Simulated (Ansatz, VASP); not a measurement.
## One calculation of Se, two programs

```
Se
1.0
     0.00000    2.99985    2.99985
     2.99985    0.00000    2.99985
     2.99985    2.99985    0.00000
Se
2
Direct
  0.87500 0.87500 0.87500
  0.12500 0.12500 0.12500
```

Change from the starting cell: volume scaled by 0.92, LAPW.

Alike in both runs: task single point; functional LDA; k mesh 11 × 11 × 11; occupations fermi-dirac, width 0.08 eV; no spin polarisation.

|  | VASP | Ansatz |
| --- | --- | --- |
| version | VASP 6.6.1 | Ansatz 0.2.0 |
| potentials or method | VASP PAW LDA potentials, release 64 (Se), cutoff 520 eV | all-electron LAPW, scalar-relativistic |

|  | VASP | Ansatz | Ansatz less VASP |
| --- | --- | --- | --- |
| pressure (GPa) | 4.8 | 4.6 | -0.17 |

LDA's correlation is that of Perdew and Zunger in VASP and of Perdew and Wang (1992) in Ansatz. Ansatz ran all-electron here, and VASP with PAW potentials.
